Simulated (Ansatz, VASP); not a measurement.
## One calculation of Zn, two programs

The input INCAR:

```
SYSTEM = Zn
PREC = Accurate ; ENCUT = 520
EDIFF = 1E-8 ; ISMEAR = -1
SIGMA = 0.03 ; LREAL = .FALSE.
LASPH = .TRUE. ; NELM = 80
ALGO = Normal ; ISIF = 2
LWAVE = .FALSE. ; LCHARG = .FALSE.
GGA = PS ; LEFG = .TRUE.
NBANDS = 19
```

The input KPOINTS:

```
Automatic mesh
0
G
  16 16 8
  0 0 0
```

File POSCAR:

```
Zn
1.0
    2.6469129636      0.0000000000      0.0000000000
   -1.3234564818      2.2922938681      0.0000000000
    0.0000000000      0.0000000000      4.9134996708
Zn
2
Direct
    0.3333333333      0.6666666667      0.2500000000
    0.6666666667      0.3333333333      0.7500000000
```

Input for Ansatz:

```yaml
crystal:
  lattice:
    - [2.6469129636, 0.0, 0.0]
    - [-1.3234564818, 2.2922938681, 0.0]
    - [0.0, 0.0, 4.9134996708]
  atoms:
    - { symbol: Zn, position: [0.3333333333, 0.6666666667, 0.25] }
    - { symbol: Zn, position: [0.6666666667, 0.3333333333, 0.75] }
kpoints:
  mp_grid: { grid: [16, 16, 8] }
scf:
  occupations: { method: fermi_dirac, width: 0.03 }
hamiltonian:
  xc: pbesol
  pseudopotentials: { kind: paw }
output:
  forces: true
  stress: true
  eigenvalues: true
  efg: { contact_densities: true }
```

Change from the starting cell: volume scaled by 0.98, PAW files.

Alike in both runs: task electric field gradients; functional PBEsol; k mesh 16 × 16 × 8; occupations fermi-dirac, width 0.03 eV; no spin polarisation.

|  | VASP | Ansatz |
| --- | --- | --- |
| version | VASP 6.6.1 | Ansatz 0.2.0 |
| potentials or method | VASP PAW PBE potentials, release 64 (Zn) | PAW with Ansatz's default frozen-core files, scalar-relativistic |
| plane-wave cutoff (eV) | 520 | 420 |
| valence electrons in the cell | 24 | 24 |

Ansatz gave:

* pressure (GPa): -4.1
* traceless stress, the component that is largest in VASP (GPa): 0.03
* size of Vzz on the site where it differs most (V/Å²): 38.5

**Question.** What did VASP give for the same quantities?

**Answer.** Pressure (GPa): -3.8; traceless stress, the component that is largest in VASP (GPa): -0.10; size of Vzz on the site where it differs most (V/Å²): 39.0.

VASP's potentials were made for PBE, not for PBEsol.
